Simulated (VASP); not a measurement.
Runs of VASP 6.6.1 on Sc. The structure is that of space group Fm-3m (No. 225), or close to it. The cells are those of the table. 

```tsv
cell	gap on the mesh (eV)	pressure (GPa)
a = 3.171, b = 3.171, c = 3.131 Å, angles 60.4, 60.4, 59.2°, 1 atom	none	3.5
a = 3.171, b = 3.171, c = 3.211 Å, angles 59.6, 59.6, 60.8°, 1 atom	none	(a)
a = 3.292, b = 3.292, c = 3.211 Å, angles 60.8, 60.8, 58.4°, 1 atom	none	-2.0
a = 3.251, b = 3.251, c = 3.211 Å, angles 60.4, 60.4, 59.2°, 1 atom	none	-0.8
a = 3.253, b = 3.253, c = 3.131 Å, angles 61.2, 61.2, 57.5°, 1 atom	none	(b)
```

Alike in all rows: task single point; level PBEsol; potentials or basis VASP PAW PBE potentials, release 64 (Sc_sv); no spin polarisation; k mesh 18 × 18 × 18; cutoff (eV) 520; smearing gaussian 0.15 eV.

Task: Estimate the missing entries.

Result: (a) 1.9; (b) 0.5.

Caveats: the PAW data sets were made with another functional, which shifts forces and pressure a little; the cell stands under pressure (at least some runs).

A gap of «none» marks levels without a gap at the run's occupations.
